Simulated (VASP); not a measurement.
A run of VASP 6.6.1 is set up as follows.

INCAR

```
SYSTEM = W
  PREC = Accurate
  ENCUT = 520
  EDIFF = 1E-6
  ISMEAR = -1
  SIGMA = 0.05
  LREAL = .False.
  LASPH = .True.
  NELM = 100
  ALGO = Fast
  ISIF = 2
  LWAVE = .False.
  LCHARG = .True.
  GGA = PE
  IVDW = 12
  LELF = .True.
  LVHAR = .True.
  NBANDS = 13
```

Contents of KPOINTS:

```
Automatic mesh
0
Gamma
  11 11 11
  0 0 0
```

The input POSCAR:

```
W
1.0
    0.0000000000      2.0031476320      2.0031476320
    2.0031476320      0.0000000000      2.0031476320
    2.0031476320      2.0031476320      0.0000000000
W
1
Direct
    0.0000000000      0.0000000000      0.0000000000
```

Potentials or basis: VASP PAW PBE potentials, release 64 (W_sv).

The run is started by

```sh
$ cat potpaw_PBE.64/W_sv/POTCAR > POTCAR
$ mpirun -np 1 vasp_std > vasp.out
```

Estimate the band gap on the k mesh.

zero (band 7 reaches 13.55 eV, above the bottom of band 8 at 10.19 eV).

Estimate the pressure.

0.5 GPa.

Estimate the dispersion energy per atom.

-0.685 eV.

Caveat: spin-orbit coupling is left out, which moves the levels of the heavy elements; pairwise dispersion overbinds metals, which lowers pressure and volume.
